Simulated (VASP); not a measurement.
# WSe2 in VASP: a series of runs

WSe2 is run at these levels: LDA; tasks: single point.

All numbers are computed with VASP 6.6.1; they aren't measurements. Logs are shortened: lines on timing, memory, paths and dates and some standing lists are left out, and cuts for length are marked.

## Step 1: The cell of the first run

The cell holds a slab with vacuum, 6 atoms: a = 3.249 Å, b = 3.249 Å, c = 23.628 Å, α = 90.00°, β = 90.00°, γ = 120.00°.

## Step 2: Single point, LDA (atoms displaced along several vibrational modes)

Contents of INCAR:

```
SYSTEM = WSe2
ALGO     = Normal         ! electronic algorithm
EDIFF    = 1E-6           ! SCF threshold, eV
ENCUT    = 520            ! plane-wave cutoff, eV
GGA      = CA             ! functional
ISIF     = 2              ! what is computed and relaxed
ISMEAR   = 0              ! smearing method
LASPH    = .True.         ! aspherical terms in the spheres
LCHARG   = .False.        ! write CHGCAR
LREAL    = .False.        ! projectors in reciprocal space
LWAVE    = .False.        ! write WAVECAR
NBANDS   = 35             ! bands
NELM     = 100            ! most SCF steps
PREC     = Accurate       ! precision mode
SIGMA    = 0.05           ! smearing width, eV
```

Contents of KPOINTS:

```
k-points
0
Gamma
  9 9 2
  0 0 0
```

Contents of POSCAR:

```
WSe2
1.0
    3.2486079436      0.0000000000      0.0000000000
   -1.6243039718      2.8133770061      0.0000000000
    0.0000000000      0.0000000000     23.6283233151
W Se
2 4
Direct
    0.4740244702      0.3333333333      0.1354666708
    0.5155339885      0.6666666667      0.8645333292
    0.1609518057      0.6666666667      0.2058884835
    0.8458329298      0.3333333333      0.9351101390
    0.1661492627      0.6666666667      0.0648898610
    0.8513733165      0.3333333333      0.7941115165
```

Potentials or basis: VASP PAW LDA potentials, release 64 (W_sv, Se).

Run with:

```bash
cat potpaw_LDA.64/W_sv/POTCAR potpaw_LDA.64/Se/POTCAR > POTCAR
mpirun -np 1 vasp_std > vasp.out
```

OUTCAR:

```text
SYSTEM = WSe2
   EDIFF = 1E-6
   ENCUT = 520
   GGA = CA
   ISIF = 2
   ISMEAR = 0
   LASPH = .True.
   LREAL = .False.
   NELM = 100
   PREC = Accurate

 ion  position               nearest neighbor table
   1  0.474  0.333  0.135-   5 2.46   3 2.47   3 2.51   5 2.51   3 2.55   5 2.56
   2  0.516  0.667  0.865-   6 2.50   4 2.50   6 2.51   4 2.51   6 2.51   4 2.52
   3  0.161  0.667  0.206-   1 2.47   1 2.51   1 2.55
   4  0.846  0.333  0.935-   2 2.50   2 2.51   2 2.52
   5  0.166  0.667  0.065-   1 2.46   1 2.51   1 2.56
   6  0.851  0.333  0.794-   2 2.50   2 2.51   2 2.51

  LATTYP: Found a hexagonal cell.
 ALAT       =     3.2486079436
 C/A-ratio  =     7.2733686937

  Lattice vectors:

 A1 = (   3.2486079436,   0.0000000000,   0.0000000000)
 A2 = (  -1.6243039718,   2.8133770061,   0.0000000000)
 A3 = (   0.0000000000,   0.0000000000,  23.6283233151)

Analysis of symmetry for initial positions (statically):
=====================================================================
 Subroutine PRICEL returns:
 Original cell was already a primitive cell.

 Routine SETGRP: Setting up the symmetry group for a
 hexagonal supercell.

 Subroutine GETGRP returns: Found  1 space group operations
 (whereof  1 operations were pure point group operations)
 out of a pool of 24 trial point group operations.

The static configuration has the point symmetry C_1 .

Analysis of symmetry for dynamics (positions and initial velocities):
=====================================================================
 Subroutine PRICEL returns:
 Original cell was already a primitive cell.

 Routine SETGRP: Setting up the symmetry group for a
 hexagonal supercell.

 Subroutine GETGRP returns: Found  1 space group operations
 (whereof  1 operations were pure point group operations)
 out of a pool of 24 trial point group operations.

The dynamic configuration has the point symmetry C_1 .

 Subroutine INISYM returns: Found  1 space group operations
 (whereof  1 operations are pure point group operations),
 and found     1 'primitive' translations

----------------------------------------------------------------------------------------

                                     Primitive cell

  volume of cell :     215.9525

  direct lattice vectors                    reciprocal lattice vectors
     3.248607944  0.000000000  0.000000000     0.307824156  0.177722360  0.000000000
    -1.624303972  2.813377006  0.000000000     0.000000000  0.355444719  0.000000000
     0.000000000  0.000000000 23.628323315     0.000000000  0.000000000  0.042322089

  length of vectors
     3.248607944  3.248607944 23.628323315     0.355444719  0.355444719  0.042322089

  position of ions in fractional coordinates (direct lattice)
     0.474024470  0.333333333  0.135466671
     0.515533989  0.666666667  0.864533329
     0.160951806  0.666666667  0.205888483
     0.845832930  0.333333333  0.935110139
     0.166149263  0.666666667  0.064889861
     0.851373317  0.333333333  0.794111517

  ion indices of the primitive-cell ions
   primitive index   ion index
                 1           1
                 2           2
                 3           3
                 4           4
                 5           5
                 6           6

----------------------------------------------------------------------------------------

 KPOINTS: k-points

Automatic generation of k-mesh.
 Grid dimensions read from file:
 generate k-points for:    9    9    2

 Generating k-lattice:

  Cartesian coordinates                     Fractional coordinates (reciprocal lattice)
     0.034202684  0.019746929  0.000000000     0.111111111 -0.000000000  0.000000000
     0.000000000  0.039493858  0.000000000     0.000000000  0.111111111  0.000000000
     0.000000000  0.000000000  0.021161044     0.000000000  0.000000000  0.500000000

  Length of vectors
     0.039493858  0.039493858  0.021161044

  Shift w.r.t. Gamma in fractional coordinates (k-lattice)
     0.000000000  0.000000000  0.000000000

 Subroutine IBZKPT returns following result:
 ===========================================

 Found     82 irreducible k-points:

 Following reciprocal coordinates:
            Coordinates               Weight
  0.000000  0.000000  0.000000      1.000000
  0.111111  0.000000  0.000000      2.000000
  0.000000  0.111111  0.000000      2.000000
 -0.111111  0.111111  0.000000      2.000000
  0.222222  0.000000  0.000000      2.000000
  0.000000  0.222222  0.000000      2.000000
[... 16 lines left out ...]
  0.333333  0.111111  0.000000      2.000000
 -0.111111  0.444444  0.000000      2.000000
 [... further k-points ...]
   k-points           NKPTS =     82   k-points in BZ     NKDIM =     82   number of bands    NBANDS=     35
   number of dos      NEDOS =    301   number of ions     NIONS =      6
   total plane-waves  NPLWV = 103680
   dimension x,y,z NGX =    24 NGY =   24 NGZ =  180
   dimension x,y,z NGXF=    48 NGYF=   48 NGZF=  360
   ions per type =               2   4
   NGX,Y,Z   is equivalent  to a cutoff of  12.28, 12.28, 12.66 a.u.
   NGXF,Y,Z  is equivalent  to a cutoff of  24.56, 24.56, 25.33 a.u.
 SYSTEM =  WSe2
   PREC   = accura    normal or accurate (medium, high low for compatibility)
   ISTART =      0    job   : 0-new  1-cont  2-samecut
   ICHARG =      2    charge: 1-file 2-atom 10-const
   ISPIN  =      1    spin polarized calculation?
   LNONCOLLINEAR =      F non collinear calculations
   LSORBIT =      F    spin-orbit coupling
   LASPH  =      T    aspherical Exc in radial PAW
   ENCUT  =  520.0 eV  38.22 Ry    6.18 a.u.   6.04  6.04 43.93*2*pi/ulx,y,z
   NELM   =    100;   NELMIN=  2; NELMDL= -5     # of ELM steps
   EDIFF  = 0.1E-05   stopping-criterion for ELM
   LREAL  =      F    real-space projection
   EDIFFG = 0.1E-04   stopping-criterion for IOM
   NSW    =      0    number of steps for IOM
   IBRION =     -1    ionic relax: 0-MD 1-quasi-New 2-CG
   NFREE  =      0    steps in history (QN), initial steepest desc. (CG)
   ISIF   =      2    stress and relaxation
   ISYM   =      2    0-nonsym 1-usesym 2-fastsym
   POTIM  = 0.5000    time-step for ionic-motion
   TEBEG  =    0.0;   TEEND  =   0.0 temperature during run
   PSTRESS=    0.0 pullay stress
   NELECT =      52.0000    total number of electrons
   NUPDOWN=      -1.0000    fix difference up-down
   EMIN   =  10.00;   EMAX   =-10.00  energy-range for DOS
   EFERMI =   0.00;   METHOD = LEGACY
   ISMEAR =     0;   SIGMA  =   0.05  broadening in eV -4-tet -1-fermi 0-gaus
   EFERMI_NEDOS =   21; number of points for ismear=-14 and -15
   IALGO  =     38    algorithm
   IMIX   =      4    mixing-type and parameters
     AMIX     =   0.40;   BMIX     =  1.00
     AMIX_MAG =   1.60;   BMIX_MAG =  1.00
  volume/ion in A,a.u.               =      35.99       242.89
  Fermi-wavevector in a.u.,A,eV,Ry     =   1.018490  1.924666 14.113608  1.037321
  Thomas-Fermi vector in A             =   2.151950
   LORBIT       =      0    0 simple, 1 ext, 2 COOP (PROOUT), +10 PAW based schemes
   GGA     = CA    functional components
   LHFCALC =     F    Hartree Fock is set to
   AEXX    =    0.0000 exact exchange contribution
   IVDW    =     0    specifies the selected vdW correction
   LEPSILON=     F    determine dielectric tensor
   LRPA    =     F    only Hartree local field effects (RPA)
 non-spin polarized calculation
 Gauss-broadening in eV      SIGMA  =   0.05
  energy-cutoff  :      520.00
  volume of cell :      215.95
 maximum number of plane-waves:      5916
   NGX = 13   NGY = 13   NGZ = 87

 number of electron      51.9999999 magnetization

 Free energy of the ion-electron system (eV)
  ---------------------------------------------------
  ext. energy  EPLUGINS =         0.00000000
  ---------------------------------------------------
  free energy    TOTEN  =       -48.22174756 eV

  energy without entropy =      -48.22174756  energy(sigma->0) =      -48.22174756

 E-fermi :   1.4465     XC(G=0):  -6.5306

 val. band max:        1.1979696544   @ k =   0.0000   0.0000   0.0000
 cond. band min:       2.4647877136   @ k =   0.2222   0.1111   0.0000
 fundamental gap:      1.2668180592
 Fermi energy:         1.4464503624

 k-point     1 :       0.0000    0.0000    0.0000
  band No.  band energies     occupation
      1     -72.4992      2.00000
      2     -72.4972      2.00000
      3     -37.0574      2.00000
      4     -37.0509      2.00000
      5     -36.8832      2.00000
      6     -36.8694      2.00000
[... 27 lines left out ...]
     34       4.4773      0.00000
     35       5.5851      0.00000

 k-point     2 :       0.1111    0.0000    0.0000
  band No.  band energies     occupation
      1     -72.4977      2.00000
      2     -72.4957      2.00000
      3     -37.0513      2.00000
      4     -37.0445      2.00000
      5     -36.9017      2.00000
      6     -36.8980      2.00000
[... 27 lines left out ...]
     34       4.7082      0.00000
     35       6.0181      0.00000

 k-point     3 :       0.0000    0.1111    0.0000
  band No.  band energies     occupation
      1     -72.4977      2.00000
      2     -72.4957      2.00000
      3     -37.0511      2.00000
      4     -37.0445      2.00000
      5     -36.9092      2.00000
      6     -36.9011      2.00000
[... 27 lines left out ...]
     34       4.5749      0.00000
     35       6.0225      0.00000
[... 723 lines left out ...]
 k-point    23 :       0.3333    0.1111    0.0000
  band No.  band energies     occupation
      1     -72.4874      2.00000
      2     -72.4853      2.00000
      3     -37.1058      2.00000
      4     -37.0941      2.00000
      5     -37.0087      2.00000
      6     -37.0009      2.00000
[... 27 lines left out ...]
     34       5.4506      0.00000
     35       6.6318      0.00000

 k-point    24 :      -0.1111    0.4444    0.0000
  band No.  band energies     occupation
      1     -72.4873      2.00000
      2     -72.4853      2.00000
      3     -37.1142      2.00000
      4     -37.1056      2.00000
      5     -37.0068      2.00000
      6     -37.0006      2.00000
[... 27 lines left out ...]
     34       5.8128      0.00000
     35       6.6164      0.00000

 [... further k-points ...]

------------------------ aborting loop because EDIFF is reached ----------------------------------------

  FORCE on cell =-STRESS in cart. coord.  units (eV):
  Direction    XX          YY          ZZ          XY          YZ          ZX
  --------------------------------------------------------------------------------------
  -------------------------------------------------------------------------------------
  Total        0.6030709      0.8744630      1.7818930     -0.5614671      0.4707821      0.8915845
  in kB        4.4742562      6.4877466     13.2200797     -4.1655919      3.4927893      6.6147730
  external PRESSURE =       8.0606942 kB  Pullay stress =       0.0000000 kB

 VOLUME and BASIS-vectors are now :
 -----------------------------------------------------------------------------
  energy-cutoff  :      520.00
  volume of cell :      215.95
      direct lattice vectors                 reciprocal lattice vectors
     3.248607944  0.000000000  0.000000000     0.307824156  0.177722360  0.000000000
    -1.624303972  2.813377006  0.000000000     0.000000000  0.355444719  0.000000000
     0.000000000  0.000000000 23.628323315     0.000000000  0.000000000  0.042322089

 POSITION                                       TOTAL-FORCE (eV/Angst)
 -----------------------------------------------------------------------------------
      0.99849      0.93779      3.20085         1.495065     -0.004150      0.041505
      0.59190      1.87558     20.42747        -0.059080     -0.031276     -0.017747
     -0.56000      1.87558      4.86480        -0.661692      0.009551      0.166678
      2.20634      0.93779     22.09508         0.031544     -0.093933     -0.119238
     -0.54312      1.87558      1.53324        -0.740215      0.121499      0.043262
      2.22434      0.93779     18.76352        -0.065622     -0.001692     -0.114461
 -----------------------------------------------------------------------------------
    total drift:                               -0.000051     -0.000009      0.000020

  FREE ENERGIE OF THE ION-ELECTRON SYSTEM (eV)
  ---------------------------------------------------
  free  energy   TOTEN  =       -48.2217475569 eV

  energy  without entropy=      -48.2217475569  energy(sigma->0) =      -48.22174756
```

It took 24 min on 1 thread of Intel Xeon 8259CL, shared host; peak memory 0.61 GiB.

Results:

```
Free energy            : -48.2217 eV
Largest force          : 1.496 eV/Å
Band gap on the k mesh : 1.27 eV (least direct gap 1.71 eV)
```

Forces on the atoms (eV/Å):
```
W    1.495 -0.004  0.042
W   -0.059 -0.031 -0.018
Se  -0.662  0.010  0.167
Se   0.032 -0.094 -0.119
Se  -0.740  0.121  0.043
Se  -0.066 -0.002 -0.114
```

Caveat: the cell differs from its parent crystal (atoms displaced along several vibrational modes); there is no dipole correction, which matters where the two faces differ; spin-orbit coupling is left out, which moves the levels of the heavy elements.

## Step 3: Single point, LDA (atoms displaced along several vibrational modes)

Contents of INCAR:

```
ALGO = Normal
EDIFF = 1E-6
ENCUT = 520
GGA = CA
ISIF = 2
ISMEAR = 0
LASPH = T
LCHARG = T
LELF = T
LREAL = F
LVHAR = T
LWAVE = F
NBANDS = 35
NELM = 60
PREC = Accurate
SIGMA = 0.05
```

Contents of KPOINTS:

```
k-points
0
Gamma
  9 9 2
```

Contents of POSCAR:

```
WSe2
1.0
    3.2486079436      0.0000000000      0.0000000000
   -1.6243039718      2.8133770061      0.0000000000
    0.0000000000      0.0000000000     23.6283233151
W Se
2 4
Direct
    0.4844514639      0.3333333333      0.1354666708
    0.5155485361      0.6666666667      0.8645333292
    0.1486388394      0.6666666667      0.2058884835
    0.8458278636      0.3333333333      0.9351101390
    0.1541721364      0.6666666667      0.0648898610
    0.8513611606      0.3333333333      0.7941115165
```

Potentials or basis: VASP PAW LDA potentials, release 64 (W_sv, Se).

Run with:

```bash
cat potpaw_LDA.64/W_sv/POTCAR potpaw_LDA.64/Se/POTCAR > POTCAR
mpirun -np 1 vasp_std > vasp.out
```

It took 20 min on 1 thread of Intel Xeon 8259CL, shared host; peak memory 0.61 GiB.

It converged, with:

* Free energy: -48.2751 eV
* Largest force: 0.159 eV/Å
* Band gap on the k mesh: 1.27 eV (least direct gap 1.71 eV)

Forces in eV/Å, atoms in the order of the input:
```
W    0.058  0.032  0.017
W   -0.058 -0.032 -0.017
Se   0.066  0.002  0.114
Se   0.032 -0.096 -0.123
Se  -0.032  0.096  0.123
Se  -0.066 -0.002 -0.114
```

Levels at points of the mesh, in eV from the valence-band top:
| k point | band 24 | band 25 | band 26 | band 27 | band 28 | band 29 |
| --- | --- | --- | --- | --- | --- | --- |
| (0.00, 0.00, 0.00) | -1.38 | -0.86 | 0.00 | 2.83 | 2.85 | 2.92 |
| (0.00, 0.00, 0.50) | -1.38 | -0.86 | 0.00 | 2.83 | 2.85 | 2.92 |

Caveat: the cell differs from its parent crystal (atoms displaced along several vibrational modes); there is no dipole correction, which matters where the two faces differ; spin-orbit coupling is left out, which moves the levels of the heavy elements.
